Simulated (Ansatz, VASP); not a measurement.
**One calculation of Nb, two programs**

```
Nb
1.0
    -1.65324    1.65324    1.65324
     1.65324   -1.65324    1.65324
     1.65324    1.65324   -1.65324
Nb
1
Direct
  0.00000 0.00000 0.00000
```

Alike in both runs: functional r2SCAN; k mesh 24 × 24 × 24; occupations fermi-dirac, width 0.15 eV; no spin polarisation.

Ansatz relaxed the structure, and its values are those at the end. VASP's run is a single point on that final structure, the one shown.

|  | VASP | Ansatz |
| --- | --- | --- |
| version | VASP 6.6.1 | Ansatz 0.2.0 |
| potentials or method | VASP PAW PBE potentials, release 64 (Nb_sv), cutoff 520 eV | scalar-relativistic, plane waves, PAW |
| valence electrons in the cell | 13 | 13 |

|  | VASP | Ansatz | Ansatz less VASP |
| --- | --- | --- | --- |
| gap on the k mesh at the Fermi level (eV) | none | none | - |
| pressure (GPa) | -0.3 | 0.0 | +0.26 |

VASP's potentials were made for PBE, not for r2SCAN. A gap of «none» marks a metal or a gap that the smearing closes.
